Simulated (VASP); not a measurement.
# Au (Fm-3m) in VASP: a series of runs

Au is run at these levels: PBEsol; tasks: single point.

Everything below comes from runs of VASP 6.6.1. Logs are shortened: lines on timing, memory, paths and dates and some standing lists are left out, and cuts for length are marked.

## 1. The cell of the first run

The structure is cubic, space group Fm-3m (No. 225). Conventional cell: a = 3.749 Å, b = 3.749 Å, c = 3.749 Å, α = 90.00°, β = 90.00°, γ = 90.00°. Within 3.5 Å of Au (site symmetry m-3m) lie 12 Au at 2.65 Å.

## 2. Single point, PBEsol (Ir replaced by Au, lengths x 0.979, strained)

Contents of INCAR:

```
SYSTEM = Au
PREC     = Accurate       ! precision mode
ENCUT    = 520            ! plane-wave cutoff, eV
EDIFF    = 1E-7           ! SCF threshold, eV
ISMEAR   = 0              ! smearing method
SIGMA    = 0.1            ! smearing width, eV
LREAL    = .FALSE.        ! projectors in reciprocal space
LASPH    = .TRUE.         ! aspherical terms in the spheres
NELM     = 100            ! most SCF steps
ALGO     = Fast           ! electronic algorithm
ISIF     = 2              ! what is computed and relaxed
LWAVE    = .FALSE.        ! write WAVECAR
LCHARG   = .FALSE.        ! write CHGCAR
GGA      = PS             ! functional
NBANDS   = 12             ! bands
```

Contents of KPOINTS:

```
Automatic mesh
0
G
  8 8 8
  0 0 0
```

Contents of POSCAR:

```
Au
1.0
    0.0000000000      1.8744024320      1.8744024320
    1.8744024320      0.0000000000      1.8744024320
    1.8744024320      1.8744024320      0.0000000000
Au
1
Direct
    0.0000000000      0.0000000000      0.0000000000
```

Potentials or basis: VASP PAW PBE potentials, release 64 (Au).

The run is started by

```bash
$ cat potpaw_PBE.64/Au/POTCAR > POTCAR
$ mpirun -np 1 vasp_std > vasp.out
```

OUTCAR:

```text
SYSTEM = Au
   PREC = Accurate
   ENCUT = 520
   EDIFF = 1E-7
   ISMEAR = 0
   LREAL = .FALSE.
   LASPH = .TRUE.
   NELM = 100
   ISIF = 2
   GGA = PS

 ion  position               nearest neighbor table
   1  0.000  0.000  0.000-

  LATTYP: Found a face centered cubic cell.
 ALAT       =     3.7488048640

  Lattice vectors:

 A1 = (   0.0000000000,   1.8744024320,   1.8744024320)
 A2 = (   1.8744024320,   0.0000000000,   1.8744024320)
 A3 = (   1.8744024320,   1.8744024320,   0.0000000000)

Analysis of symmetry for initial positions (statically):
=====================================================================
 Subroutine PRICEL returns:
 Original cell was already a primitive cell.

 Routine SETGRP: Setting up the symmetry group for a
 face centered cubic supercell.

 Subroutine GETGRP returns: Found 48 space group operations
 (whereof 48 operations were pure point group operations)
 out of a pool of 48 trial point group operations.

The static configuration has the point symmetry O_h .

Analysis of symmetry for dynamics (positions and initial velocities):
=====================================================================
 Subroutine PRICEL returns:
 Original cell was already a primitive cell.

 Routine SETGRP: Setting up the symmetry group for a
 face centered cubic supercell.

 Subroutine GETGRP returns: Found 48 space group operations
 (whereof 48 operations were pure point group operations)
 out of a pool of 48 trial point group operations.

The dynamic configuration has the point symmetry O_h .

 Subroutine INISYM returns: Found 48 space group operations
 (whereof 48 operations are pure point group operations),
 and found     1 'primitive' translations

----------------------------------------------------------------------------------------

                                     Primitive cell

  volume of cell :      13.1710

  direct lattice vectors                    reciprocal lattice vectors
     0.000000000  1.874402432  1.874402432    -0.266751681  0.266751681  0.266751681
     1.874402432  0.000000000  1.874402432     0.266751681 -0.266751681  0.266751681
     1.874402432  1.874402432  0.000000000     0.266751681  0.266751681 -0.266751681

  length of vectors
     2.650805341  2.650805341  2.650805341     0.462027465  0.462027465  0.462027465

  position of ions in fractional coordinates (direct lattice)
     0.000000000  0.000000000  0.000000000

  ion indices of the primitive-cell ions
   primitive index   ion index
                 1           1

----------------------------------------------------------------------------------------

 KPOINTS: Automatic mesh

Automatic generation of k-mesh.
 Grid dimensions read from file:
 generate k-points for:    8    8    8

 Generating k-lattice:

  Cartesian coordinates                     Fractional coordinates (reciprocal lattice)
    -0.033343960  0.033343960  0.033343960     0.125000000  0.000000000  0.000000000
     0.033343960 -0.033343960  0.033343960     0.000000000  0.125000000  0.000000000
     0.033343960  0.033343960 -0.033343960     0.000000000  0.000000000  0.125000000

  Length of vectors
     0.057753433  0.057753433  0.057753433

  Shift w.r.t. Gamma in fractional coordinates (k-lattice)
     0.000000000  0.000000000  0.000000000

 Subroutine IBZKPT returns following result:
 ===========================================

 Found     29 irreducible k-points:

 Following reciprocal coordinates:
            Coordinates               Weight
  0.000000  0.000000  0.000000      1.000000
  0.125000  0.000000  0.000000      8.000000
  0.250000  0.000000  0.000000      8.000000
  0.375000  0.000000  0.000000      8.000000
  0.500000  0.000000  0.000000      4.000000
  0.125000  0.125000  0.000000      6.000000
[... 16 lines left out ...]
  0.500000  0.250000  0.125000     48.000000
 -0.375000  0.250000  0.125000     24.000000
 [... further k-points ...]
   k-points           NKPTS =     29   k-points in BZ     NKDIM =     29   number of bands    NBANDS=     12
   number of dos      NEDOS =    301   number of ions     NIONS =      1
   total plane-waves  NPLWV =   8000
   dimension x,y,z NGX =    20 NGY =   20 NGZ =   20
   dimension x,y,z NGXF=    40 NGYF=   40 NGZF=   40
   ions per type =               1
   NGX,Y,Z   is equivalent  to a cutoff of  12.54, 12.54, 12.54 a.u.
   NGXF,Y,Z  is equivalent  to a cutoff of  25.09, 25.09, 25.09 a.u.
 SYSTEM =  Au
   PREC   = accura    normal or accurate (medium, high low for compatibility)
   ISTART =      0    job   : 0-new  1-cont  2-samecut
   ICHARG =      2    charge: 1-file 2-atom 10-const
   ISPIN  =      1    spin polarized calculation?
   LNONCOLLINEAR =      F non collinear calculations
   LSORBIT =      F    spin-orbit coupling
   LASPH  =      T    aspherical Exc in radial PAW
   ENCUT  =  520.0 eV  38.22 Ry    6.18 a.u.   4.93  4.93  4.93*2*pi/ulx,y,z
   NELM   =    100;   NELMIN=  2; NELMDL= -5     # of ELM steps
   EDIFF  = 0.1E-06   stopping-criterion for ELM
   LREAL  =      F    real-space projection
   EDIFFG = 0.1E-05   stopping-criterion for IOM
   NSW    =      0    number of steps for IOM
   IBRION =     -1    ionic relax: 0-MD 1-quasi-New 2-CG
   NFREE  =      0    steps in history (QN), initial steepest desc. (CG)
   ISIF   =      2    stress and relaxation
   ISYM   =      2    0-nonsym 1-usesym 2-fastsym
   POTIM  = 0.5000    time-step for ionic-motion
   TEBEG  =    0.0;   TEEND  =   0.0 temperature during run
   PSTRESS=    0.0 pullay stress
   NELECT =      11.0000    total number of electrons
   NUPDOWN=      -1.0000    fix difference up-down
   EMIN   =  10.00;   EMAX   =-10.00  energy-range for DOS
   EFERMI =   0.00;   METHOD = LEGACY
   ISMEAR =     0;   SIGMA  =   0.10  broadening in eV -4-tet -1-fermi 0-gaus
   EFERMI_NEDOS =   21; number of points for ismear=-14 and -15
   IALGO  =     68    algorithm
   IMIX   =      4    mixing-type and parameters
     AMIX     =   0.40;   BMIX     =  1.00
     AMIX_MAG =   1.60;   BMIX_MAG =  1.00
  volume/ion in A,a.u.               =      13.17        88.88
  Fermi-wavevector in a.u.,A,eV,Ry     =   1.541699  2.913388 32.338809  2.376835
  Thomas-Fermi vector in A             =   2.647608
   LORBIT       =      0    0 simple, 1 ext, 2 COOP (PROOUT), +10 PAW based schemes
   GGA     = PS    functional components
   LHFCALC =     F    Hartree Fock is set to
   AEXX    =    0.0000 exact exchange contribution
   IVDW    =     0    specifies the selected vdW correction
   LEPSILON=     F    determine dielectric tensor
   LRPA    =     F    only Hartree local field effects (RPA)
 non-spin polarized calculation
 RMM-DIIS sequential band-by-band and
 Gauss-broadening in eV      SIGMA  =   0.10
  energy-cutoff  :      520.00
  volume of cell :       13.17
 maximum number of plane-waves:       363
   NGX =  9   NGY =  9   NGZ =  9

 number of electron      11.0000001 magnetization

 Free energy of the ion-electron system (eV)
  ---------------------------------------------------
  ext. energy  EPLUGINS =         0.00000000
  ---------------------------------------------------
  free energy    TOTEN  =        -3.01667378 eV

  energy without entropy =       -3.00830574  energy(sigma->0) =       -3.01248976

 E-fermi :  14.4654     XC(G=0): -14.4553

 val. band max:       14.4416234738   @ k =   0.5000   0.2500   0.1250
 cond. band min:      14.4660918592   @ k =   0.5000   0.5000   0.0000
 fundamental gap:      0.0244683854
 Fermi energy:        14.4654389431

 k-point     1 :       0.0000    0.0000    0.0000
  band No.  band energies     occupation
      1       1.2481      2.00000
      2       7.8880      2.00000
      3       7.8880      2.00000
      4       7.8880      2.00000
      5      10.2786      2.00000
      6      10.2786      2.00000
      7      28.0042      0.00000
      8      33.5303      0.00000
      9      33.5303      0.00000
     10      33.5303      0.00000
     11      39.3304      0.00000
     12      47.7330      0.00000

 k-point     2 :       0.1250    0.0000    0.0000
  band No.  band energies     occupation
      1       1.9241      2.00000
      2       7.6262      2.00000
      3       8.1327      2.00000
      4       8.1327      2.00000
      5      10.1650      2.00000
      6      10.1650      2.00000
      7      29.0141      0.00000
      8      30.8912      0.00000
      9      34.5977      0.00000
     10      34.5977      0.00000
     11      41.1410      0.00000
     12      44.1127      0.00000

 k-point     3 :       0.2500    0.0000    0.0000
  band No.  band energies     occupation
      1       3.4491      2.00000
      2       7.5914      2.00000
      3       8.2994      2.00000
      4       8.2994      2.00000
      5      10.4805      2.00000
      6      10.4805      2.00000
      7      26.9070      0.00000
      8      30.0336      0.00000
      9      37.1436      0.00000
     10      37.1436      0.00000
     11      38.0294      0.00000
     12      39.5713      0.00000
[... 286 lines left out ...]
 k-point    23 :       0.5000    0.2500    0.1250
  band No.  band energies     occupation
      1       5.5339      2.00000
      2       7.0112      2.00000
      3       7.3880      2.00000
      4       9.4212      2.00000
      5      11.3024      2.00000
      6      14.4416      1.26373
      7      22.7208      0.00000
      8      28.2463      0.00000
      9      30.0016      0.00000
     10      34.7706      0.00000
     11      38.7837      0.00000
     12      43.8811      0.00000

 k-point    24 :      -0.3750    0.2500    0.1250
  band No.  band energies     occupation
      1       5.5114      2.00000
      2       6.7482      2.00000
      3       8.3827      2.00000
      4       9.1127      2.00000
      5      11.9082      2.00000
      6      17.2519      0.00000
      7      18.6463      0.00000
      8      28.6709      0.00000
      9      28.7625      0.00000
     10      33.2414      0.00000
     11      40.8919      0.00000
     12      43.7855      0.00000

 [... further k-points ...]
[... 5 lines left out ...]
  --------------------------------------------------------------------------------------
  -------------------------------------------------------------------------------------
  Total        7.6714469      7.6714469      7.6714469     -0.0000000     -0.0000000      0.0000000
  in kB      933.1884456    933.1884456    933.1884456     -0.0000000     -0.0000000      0.0000000
  external PRESSURE =     933.1884456 kB  Pullay stress =       0.0000000 kB

 VOLUME and BASIS-vectors are now :
 -----------------------------------------------------------------------------
  energy-cutoff  :      520.00
  volume of cell :       13.17
      direct lattice vectors                 reciprocal lattice vectors
     0.000000000  1.874402432  1.874402432    -0.266751681  0.266751681  0.266751681
     1.874402432  0.000000000  1.874402432     0.266751681 -0.266751681  0.266751681
     1.874402432  1.874402432  0.000000000     0.266751681  0.266751681 -0.266751681

 POSITION                                       TOTAL-FORCE (eV/Angst)
 -----------------------------------------------------------------------------------
      0.00000      0.00000      0.00000         0.000000      0.000000      0.000000
 -----------------------------------------------------------------------------------
    total drift:                                0.000000     -0.000000     -0.000000

  FREE ENERGIE OF THE ION-ELECTRON SYSTEM (eV)
  ---------------------------------------------------
  free  energy   TOTEN  =        -3.0166737810 eV

  energy  without entropy=       -3.0083057363  energy(sigma->0) =       -3.01248976
```

Run time: 3 s. Hardware: 1 thread of Intel Xeon 6975P-C (Granite Rapids), shared host; peak memory 0.12 GiB.

Results:

```
Free energy : -3.0167 eV
Pressure    : 93.3 GPa
```

Levels at points of the mesh, in eV from the Fermi level:
```csv
k point,band 2,band 3,band 4,band 5,band 6,band 7,band 8,band 9,band 10,band 11
"(0.00, 0.00, 0.00)",-6.58,-6.58,-6.58,-4.19,-4.19,13.54,19.06,19.06,19.06,24.86
"(0.50, 0.00, 0.00)",-6.66,-6.66,-2.53,-2.30,-2.30,4.54,13.06,18.66,18.66,29.02
"(0.50, 0.50, 0.00)",-9.72,-2.35,-1.79,-1.79,0.00,8.03,10.42,10.42,20.00,23.65
```

Caveat: the k points lie up to 0.36 Å⁻¹ apart; the cell differs from its parent crystal (Ir replaced by Au, lengths x 0.979, strained); the PAW data sets were made with another functional, which shifts forces and pressure a little; spin-orbit coupling is left out, which moves the levels of the heavy elements.

[end of part 1 of 2]
